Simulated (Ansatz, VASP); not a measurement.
One calculation of Si5PdW2, two programs

```
CELL_PARAMETERS angstrom
8.03978 0.00000 0.00000
-4.01989 6.96266 0.00000
0.00000 0.00000 6.79128
ATOMIC_POSITIONS crystal
Si 0.00000 0.00000 0.33273
Si 0.00000 0.00000 0.66727
Si 0.50000 0.00000 0.50000
Si 0.00000 0.50000 0.50000
Si 0.50000 0.50000 0.50000
Pd 0.00000 0.00000 0.00000
W 0.33333 0.66667 0.50000
W 0.66667 0.33333 0.50000
```

Alike in both runs: functional PBE; k mesh 4 × 4 × 3; occupations gaussian, width 0.2 eV; no spin polarisation.

Ansatz relaxed the structure, and its values are those at the end. VASP's run is a single point on that final structure, the one shown.

|  | VASP | Ansatz |
| --- | --- | --- |
| version | VASP 6.6.1 | Ansatz 0.2.0 |
| potentials or method | VASP PAW PBE potentials, release 64 (Si, Pd, W_sv), cutoff 500 eV | scalar-relativistic, plane waves, PAW |
| valence electrons in the cell | 58 | 66 |

|  | VASP | Ansatz | Ansatz less VASP |
| --- | --- | --- | --- |
| gap on the k mesh at the Fermi level (eV) | none | none | - |
| pressure (GPa) | 0.0 | 0.0 | -0.02 |
| rms of the force components (eV/Å) | 0.015 | 0.002 | -0.0133 |

A gap of «none» marks a metal or a gap that the smearing closes. VASP's potentials hold 58 valence electrons a cell and Ansatz's 66, so a difference there can come from the potentials and not from the codes.

Neither program's run includes spin-orbit coupling.
